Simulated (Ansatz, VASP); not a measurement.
## One calculation of CoNiO2, two programs

Contents of INCAR:

```
SYSTEM = CoNiO2
ALGO = Normal
EDIFF = 1E-6
ENCUT = 520
ISIF = 2
ISMEAR = -1
ISPIN = 2
LASPH = .True.
LCHARG = .True.
LELF = .True.
LMAXMIX = 4
LORBIT = 11
LREAL = .False.
LVHAR = .True.
LWAVE = .False.
MAGMOM = 1 2 0 0
NBANDS = 28
NELM = 150
PREC = Accurate
SIGMA = 0.05
```

KPOINTS

```
k-points
0
Gamma
  9 9 6
  0 0 0
```

Contents of POSCAR:

```
CoNiO2
1.0
    2.9527987338      0.0000000000      0.0000000000
    0.0000000000      2.9527987338      0.0000000000
    0.0000000000      0.0000000000      4.1360917330
Ni Co O
1 1 2
Direct
    0.0000000000      0.0000000000      0.0000000000
    0.5000000000      0.5000000000      0.5000000000
    0.0000000000      0.0000000000      0.5000000000
    0.5000000000      0.5000000000      0.0000000000
```

The input input.yaml:

```yaml
crystal:
  lattice:
    - [2.9527987338, 0.0, 0.0]
    - [0.0, 2.9527987338, 0.0]
    - [0.0, 0.0, 4.136091733]
  atoms:
    - { symbol: Ni, position: [0.0, 0.0, 0.0], spin: 1.0 }
    - { symbol: Co, position: [0.5, 0.5, 0.5], spin: 2.0 }
    - { symbol: O, position: [0.0, 0.0, 0.5] }
    - { symbol: O, position: [0.5, 0.5, 0.0] }
hamiltonian:
  xc: lda
  pseudopotentials: { kind: paw }
magnetization:
  spin_polarized: true
kpoints:
  mp_grid: { grid: [9, 9, 6] }
scf:
  occupations: { method: fermi_dirac, width: 0.05 }
output:
  forces: true
  stress: true
  eigenvalues: true
```

Alike in both runs: task single point; functional LDA; k mesh 9 × 9 × 6; occupations fermi-dirac, width 0.05 eV; collinear spin.

|  | VASP | Ansatz |
| --- | --- | --- |
| version | VASP 6.6.1 | Ansatz 0.2.0 |
| potentials or method | VASP PAW LDA potentials, release 64 (Ni, Co, O) | Ansatz PAW |
| plane-wave cutoff (eV) | 520 | 420 |
| valence electrons in the cell | 31 | 47 |

Ansatz gave:

* gap on the k mesh at the Fermi level (eV): none
* pressure (GPa): -14.4
* traceless stress, the component that is largest in VASP (GPa): 0.13
* net moment per atom (μB): 0.78
* size of the moment on the site where the two differ most (μB): 2.06

**Question.** Estimate VASP's values.

**Answer.** gap on the k mesh at the Fermi level (eV): none; pressure (GPa): -16.2; traceless stress, the component that is largest in VASP (GPa): 0.38; net moment per atom (μB): 0.68; size of the moment on the site where the two differ most (μB): 1.92.

LDA's correlation is that of Perdew and Zunger in VASP and of Perdew and Wang (1992) in Ansatz. Site moments also hang on the region over which each program counts them. A gap of «none» marks a metal or a gap that the smearing closes. VASP's potentials hold 31 valence electrons a cell and Ansatz's 47, so a difference there can come from the potentials and not from the codes.
